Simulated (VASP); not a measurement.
Here is a VASP 6.6.1 calculation.

File INCAR:

```
SYSTEM = InP
ALGO = Normal
EDIFF = 1E-8
ENCUT = 520
IBRION = 6
ISIF = 2
ISMEAR = 0
LASPH = .TRUE.
LCHARG = .FALSE.
LMIXTAU = .TRUE.
LREAL = .FALSE.
LWAVE = .FALSE.
METAGGA = R2SCAN
NELM = 100
NFREE = 2
NSW = 1
POTIM = 0.015
PREC = Accurate
SIGMA = 0.01
```

The input KPOINTS:

```
k-points
0
G
  8 8 8
  0 0 0
```

The input POSCAR:

```
InP
1.0
    2.9847367417      2.9847367417      0.0000000000
   -2.9847367417      2.9847367417      0.0000000000
    0.0000000000      2.9847367417      2.9847367417
In P
1 1
Direct
    0.0000000000      0.0000000000      0.0000000000
    0.7500000000      0.2500000000      0.5000000000
```

Potentials or basis: VASP PAW PBE potentials, release 64 (In_d, P).

The run is started by

```console
$ cat potpaw_PBE.64/In_d/POTCAR potpaw_PBE.64/P/POTCAR > POTCAR
$ mpirun -np 1 vasp_std > vasp.out
```

Task: What does it give for the highest phonon frequency at Γ, LO-TO splitting left out?

Result: 283 cm⁻¹.

Phonon frequencies in cm⁻¹ (negative: imaginary):
| q point | frequencies |
| --- | --- |
| (0.000, 0.000, 0.000) | 0 0 0 283 283 283 |

Caveat: the cell stands under pressure or tension, which shifts response properties.
